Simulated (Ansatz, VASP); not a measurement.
## Pt in VASP and in Ansatz

The input INCAR:

```
ALGO = Normal
EDIFF = 1E-6
ENCUT = 520
ISIF = 2
ISMEAR = -1
LASPH = True
LCHARG = True
LELF = True
LREAL = False
LVHAR = True
LWAVE = False
NBANDS = 11
NELM = 80
PREC = Accurate
SIGMA = 0.1
```

The input KPOINTS:

```
k-points
0
Gamma
  14 14 14
```

File POSCAR:

```
Pt
1.0
    2.6370311706      0.0000000000      0.0000000000
    0.0000000000      2.6370311706      0.0000000000
    0.0000000000      0.0000000000      2.6370311706
Pt
1
Direct
    0.0000000000      0.0000000000      0.0000000000
```

Input for Ansatz:

```yaml
crystal:
  lattice:
    - [2.6370311706, 0.0, 0.0]
    - [0.0, 2.6370311706, 0.0]
    - [0.0, 0.0, 2.6370311706]
  atoms:
    - { symbol: Pt, position: [0.0, 0.0, 0.0] }
hamiltonian:
  xc: lda
  pseudopotentials:
    kind: paw
    azcp:
      Pt: "pseudopotentials/Pt.paw.azcp"
basis:
  ecutwfc: 420
  fft_grid_basis: typed
kpoints:
  mp_grid: { grid: [14, 14, 14], shift: [0, 0, 0] }
magnetization:
  spin_polarized: false
scf:
  occupations: { method: fermi_dirac, width: 0.1 }
  lower_state_search: "off"
output:
  stress: true
  write_density: true
  write_potential: true
  elf: true
  volumetric_format: npy
```

Alike in both runs: task single point; functional LDA; k mesh 14 × 14 × 14; occupations fermi-dirac, width 0.1 eV; no spin polarisation.

```csv
,VASP,Ansatz
version,VASP 6.6.1,Ansatz 0.2.0
potentials or method,"VASP PAW LDA potentials, release 64 (Pt), cutoff 520 eV","plane waves (420 eV) with PAW, scalar-relativistic"
valence electrons in the cell,10,18
```

|  | VASP | Ansatz | Ansatz less VASP |
| --- | --- | --- | --- |
| pressure (GPa) | -14.2 | -14.5 | -0.38 |

Ansatz warns that its potentials were made for another functional, while VASP's fit it. LDA's correlation is that of Perdew and Zunger in VASP and of Perdew and Wang (1992) in Ansatz. VASP's potentials hold 10 valence electrons a cell and Ansatz's 18, so a difference there can come from the potentials and not from the codes.

Spin-orbit coupling is off throughout.
